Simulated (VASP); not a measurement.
Set up this calculation in VASP 6.6.1, as the native input.

| Item | Value |
| --- | --- |
| Task | single point |
| Functional | LDA |
| Potentials or basis | VASP PAW LDA potentials, release 64 (Mg) |
| Cutoff | 520 eV |
| k mesh | 20 × 20 × 20 |
| Occupations | gaussian, width 0.1 eV |
| Spin | no spin polarisation |
| Dipole correction | no |
| Further INCAR settings | ALGO = Fast; EDIFF = 1e-07; NBANDS = 7 |

The structure of Mg lies in POSCAR:

```
Mg
1.0
   -1.4373059141      1.4373059141      1.4373059141
    1.4373059141     -1.4373059141      1.4373059141
    1.4373059141      1.4373059141     -1.4373059141
Mg
1
Direct
    0.0000000000      0.0000000000      0.0000000000
```

One way to write it, as run:

INCAR

```
  ALGO = Fast
  EDIFF = 1E-7
  ENCUT = 520
  GGA = CA
  ISIF = 2
  ISMEAR = 0
  LASPH = T
  LCHARG = F
  LREAL = F
  LWAVE = F
  NBANDS = 7
  NELM = 60
  PREC = Accurate
  SIGMA = 0.1
```

KPOINTS

```
k-points
0
Gamma
  20 20 20
```

Potentials or basis: VASP PAW LDA potentials, release 64 (Mg).

Command:

```console
$ cat potpaw_LDA.64/Mg/POTCAR > POTCAR
$ mpirun -np 1 vasp_std > vasp.out
```

Results of the run:

```
Pressure               : 75.9 GPa
Band gap on the k mesh : zero (band 1 reaches 10.95 eV, above the bottom of band 2 at 6.13 eV)
```

It took 14 s on 1 thread of Intel Xeon 6975P-C, on a shared host, peak memory 0.13 GiB.
